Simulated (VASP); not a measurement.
F, 2 atoms in the cell. The structure is cubic, space group Fd-3m (No. 227). The conventional cell has a = 4.875 Å, b = 4.875 Å, c = 4.875 Å, α = 90.00°, β = 90.00°, γ = 90.00°. Within 2.8 Å of F (site symmetry -43m) lie 4 F at 2.11 Å. 

```yaml
Program: VASP 6.6.1
Task: single point
Functional: PBE
Potentials_or_basis: VASP PAW PBE potentials, release 64 (F)
Cutoff: 520 eV
k_mesh: 13 × 13 × 13
Occupations: fermi-dirac, width 0.05 eV
Spin: no spin polarisation
Dipole_correction: no
Further_INCAR_settings: ALGO = Normal; EDIFF = 1e-06; NBANDS = 14
```

Potentials or basis: VASP PAW PBE potentials, release 64 (F).

Launch:

```bash
$ cat potpaw_PBE.64/F/POTCAR > POTCAR
$ mpirun -np 1 vasp_std > vasp.out
```

Hardware: 1 thread of Intel Xeon 8259CL, with other jobs on the host.

Question: How long does it take, and how much memory?

Answer: Wall time 41 s on 1 thread of Intel Xeon 8259CL (shared host), peak memory 0.16 GiB. Counts: scf iterations 9, k points 84.
